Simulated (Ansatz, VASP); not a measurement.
# SrCl2 in VASP and in Ansatz

```xyz
3
Lattice="0.0000 3.4263 3.4263 3.4263 0.0000 3.4263 3.4263 3.4263 0.0000" Properties=species:S:1:pos:R:3 pbc="T T T"
Sr    0.0000    0.0000    0.0000
Cl    1.7132    1.7132    1.7132
Cl    5.1395    5.1395    5.1395
```

Alike in both runs: task single point; functional r2SCAN; k mesh 6 × 6 × 6; no spin polarisation.

|  | VASP | Ansatz |
| --- | --- | --- |
| version | VASP 6.6.1 | Ansatz 0.2.0 |
| potentials or method | VASP PAW PBE potentials, release 64 (Sr_sv, Cl) | plane waves, PAW |
| plane-wave cutoff (eV) | 520 | 500 |
| occupations | gaussian, width 0.01 eV | fixed |
| valence electrons in the cell | 24 | 24 |

Ansatz gave:

```
gap on the k mesh at the Fermi level (eV) : 5.95
pressure (GPa)                            : 2.7
```

Problem. What did VASP give for the same quantities?

Solution. gap on the k mesh at the Fermi level (eV): 5.96; pressure (GPa): 2.7.

VASP's potentials were made for PBE, not for r2SCAN.
